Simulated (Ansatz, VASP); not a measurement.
Two plane-wave programs on C

Contents of INCAR:

```
SYSTEM = C
PREC = Accurate
ENCUT = 520
EDIFF = 1E-7
ISMEAR = 0
SIGMA = 0.05
LREAL = .False.
LASPH = .True.
NELM = 60
ALGO = Normal
ISIF = 2
LWAVE = .False.
LCHARG = .False.
GGA = PE
NBANDS = 36
```

File KPOINTS:

```
Automatic mesh
0
Gamma
  12 12 2
  0 0 0
```

The input POSCAR:

```
C
1.0
    2.3441000000      0.0000000000      0.0000000000
   -1.1720500000      2.0300501490      0.0000000000
    0.0000000000      0.0000000000     12.5845000000
C
12
Direct
    0.0000000000      0.0000000000      0.1868593266
    0.0000000000      0.0000000000      0.6868593266
    0.0000000000      0.0000000000      0.3131406734
    0.0000000000      0.0000000000      0.8131406734
    0.3333333333      0.6666666667      0.5207665411
    0.6666666667      0.3333333333      0.0207665411
    0.3333333333      0.6666666667      0.9792334589
    0.6666666667      0.3333333333      0.4792334589
    0.3333333333      0.6666666667      0.6450950823
    0.6666666667      0.3333333333      0.1450950823
    0.3333333333      0.6666666667      0.8549049177
    0.6666666667      0.3333333333      0.3549049177
```

Input for Ansatz:

```yaml
crystal:
  lattice:
    - [2.3441, 0.0, 0.0]
    - [-1.17205, 2.030050149, 0.0]
    - [0.0, 0.0, 12.5845]
  atoms:
    - { symbol: C, position: [0.0, 0.0, 0.1868593266] }
    - { symbol: C, position: [0.0, 0.0, 0.6868593266] }
    - { symbol: C, position: [0.0, 0.0, 0.3131406734] }
    - { symbol: C, position: [0.0, 0.0, 0.8131406734] }
    - { symbol: C, position: [0.3333333333, 0.6666666667, 0.5207665411] }
    - { symbol: C, position: [0.6666666667, 0.3333333333, 0.0207665411] }
    - { symbol: C, position: [0.3333333333, 0.6666666667, 0.9792334589] }
    - { symbol: C, position: [0.6666666667, 0.3333333333, 0.4792334589] }
    - { symbol: C, position: [0.3333333333, 0.6666666667, 0.6450950823] }
    - { symbol: C, position: [0.6666666667, 0.3333333333, 0.1450950823] }
    - { symbol: C, position: [0.3333333333, 0.6666666667, 0.8549049177] }
    - { symbol: C, position: [0.6666666667, 0.3333333333, 0.3549049177] }
basis:
  ecutwfc: 520.0
kpoints:
  mp_grid: { grid: [12, 12, 2] }
hamiltonian:
  xc: pbe
  pseudopotentials: { kind: paw, azcp: { folder: soft_1 } }
scf:
  occupations: { method: gaussian, width: 0.05 }
output:
  forces: true
  stress: true
  eigenvalues: true
```

Alike in both runs: task single point; functional PBE; k mesh 12 × 12 × 2; occupations gaussian, width 0.05 eV; no spin polarisation.

|  | VASP | Ansatz |
| --- | --- | --- |
| version | VASP 6.6.1 | Ansatz 0.2.0 |
| potentials or method | VASP PAW PBE potentials, release 64 (C), cutoff 520 eV | scalar-relativistic, plane waves, PAW |
| valence electrons in the cell | 48 | 48 |

Ansatz gave:

```
gap on the k mesh at the Fermi level (eV) : 3.42
least direct gap on the mesh (eV)         : 3.42
rms of the force components (eV/Å)        : 0.338
```

What did VASP give for the same quantities?

gap on the k mesh at the Fermi level (eV): 3.41; least direct gap on the mesh (eV): 3.41; rms of the force components (eV/Å): 0.356.

Atom by atom the forces differ by 0.018 eV/Å (rms over components).
